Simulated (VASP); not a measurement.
Runs of VASP 6.6.1 on Ni. Symmetry: P6_3/mmc, No. 194, hexagonal system. The conventional cell has a = 2.448 Å, b = 2.448 Å, c = 4.073 Å, α = 90.00°, β = 90.00°, γ = 120.00°. Within 3.2 Å of Ni (site symmetry -6m2) lie 12 Ni at 2.45 to 2.48 Å. This isn't the form of Ni at room conditions, which is fcc.

```csv
smearing,gap on the mesh (eV),pressure (GPa),moment (μB)
gaussian 0.1 eV,none,-3.4,1.19
gaussian 0.15 eV,none,(a),1.20
gaussian 0.25 eV,none,(b),(c)
gaussian 0.05 eV,none,-3.5,1.17
gaussian 0.025 eV,none,-3.7,1.15
```

Alike in all rows: task single point; level PBEsol; potentials or basis VASP PAW PBE potentials, release 64 (Ni); spin collinear, ferromagnetic start; cell as given; k mesh 14 × 14 × 8; cutoff (eV) 520.

Estimate the missing entries.

(a) -3.3; (b) -2.9; (c) 1.21.

Caveats: the PAW data sets were made with another functional, which shifts forces and pressure a little; the cell stands under tension (at least some runs).

A gap of «none» marks levels without a gap at the run's occupations.
